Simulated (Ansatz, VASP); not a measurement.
# One calculation of Cd, two programs

```
Cd
1.0
     3.06145    0.01411   -0.01818
    -1.51851    2.60353    0.03331
    -0.03513    0.05406    5.87547
Cd
2
Direct
  0.34136 0.67374 0.24985
  0.65864 0.32626 0.75015
```

Change from the starting cell: all atoms moved at random, sigma 0.02 Å a component, cell strained at random, sigma 0.01; relaxed back.

Alike in both runs: functional PBE; k mesh 12 × 12 × 6; occupations gaussian, width 0.15 eV; no spin polarisation.

Ansatz relaxed the structure, and its values are those at the end. VASP's run is a single point on that final structure, the one shown.

|  | VASP | Ansatz |
| --- | --- | --- |
| version | VASP 6.6.1 | Ansatz 0.2.0 |
| potentials or method | VASP PAW PBE potentials, release 64 (Cd), cutoff 520 eV | scalar-relativistic, plane waves, PAW |
| valence electrons in the cell | 24 | 40 |

|  | VASP | Ansatz | Ansatz less VASP |
| --- | --- | --- | --- |
| gap on the k mesh at the Fermi level (eV) | none | none | - |
| pressure (GPa) | -0.6 | -0.9 | -0.25 |

A gap of «none» marks a metal or a gap that the smearing closes. With one functional, cell and mesh, what is left measures potentials, basis and numerics. VASP's potentials hold 24 valence electrons a cell and Ansatz's 40, so a difference there can come from the potentials and not from the codes. Ansatz's warnings: stress scf threshold loose.
